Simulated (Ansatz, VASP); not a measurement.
## Two plane-wave programs on H

```
H
1.0
    -1.69153    1.69153    2.05847
     1.69153   -1.69153    2.05847
     1.69153    1.69153   -2.05847
H
2
Direct
  0.90986 0.90986 0.00000
  0.09014 0.09014 0.00000
```

Alike in both runs: task relaxation of cell and atoms; functional LDA; k mesh 14 × 14 × 14; occupations fermi-dirac, width 0.1 eV; no spin polarisation.

|  | VASP | Ansatz |
| --- | --- | --- |
| version | VASP 6.6.1 | Ansatz 0.2.0 |
| potentials or method | VASP PAW LDA potentials, release 64 (H_h) | PAW with Ansatz's default frozen-core files, scalar-relativistic |
| plane-wave cutoff (eV) | 1230 | 420 |
| valence electrons in the cell | 2 | 2 |

|  | VASP | Ansatz | Ansatz less VASP |
| --- | --- | --- | --- |
| relaxed volume (Å³/atom) | 7.64 | 7.71 | +0.072 |
| relaxed length of the cell vector where the two differ most in proportion (Å) | 2.775 | 2.779 | +0.0045 |

LDA's correlation is that of Perdew and Zunger in VASP and of Perdew and Wang (1992) in Ansatz.

Noted on VASP's run: the volume moved by over 15 % at a fixed basis, so the end points are rough.
